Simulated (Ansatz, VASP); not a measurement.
# ZnH2: VASP beside Ansatz

```
Zn H
1.0
     3.03933    0.00000    0.00000
    -1.51966    2.63213    0.00000
     0.00000    0.00000    6.13037
Zn H
2 4
Cartesian
  0.0000 0.0000 4.5998
  0.0000 0.0000 1.5305
  0.0000 1.7548 0.0000
  0.0000 1.7548 3.0652
  1.5197 0.8774 1.5544
  1.5197 0.8774 4.5759
```

Change from the starting cell: ordered vacancies on the cation sites of nickel arsenide (P-6m2, No. 187).

Alike in both runs: functional PBE; k mesh 6 × 6 × 2; occupations gaussian, width 0.1 eV; no spin polarisation.

Ansatz relaxed the structure, and its values are those at the end. VASP's run is a single point on that final structure, the one shown.

|  | VASP | Ansatz |
| --- | --- | --- |
| version | VASP 6.6.1 | Ansatz 0.2.0 |
| potentials or method | VASP PAW PBE potentials, release 64 (Zn, H), cutoff 520 eV | scalar-relativistic, plane waves, PAW |
| valence electrons in the cell | 28 | 28 |

|  | VASP | Ansatz | Ansatz less VASP |
| --- | --- | --- | --- |
| gap on the k mesh at the Fermi level (eV) | none | none | - |
| pressure (GPa) | -0.1 | -0.2 | -0.10 |
| rms of the force components (eV/Å) | 0.006 | 0.006 | +0.0004 |

A gap of «none» marks a metal or a gap that the smearing closes. The functional is the same, so the differences come from potentials, cutoffs and numerics.

The k mesh is coarse, so the values compare programs but aren't converged.
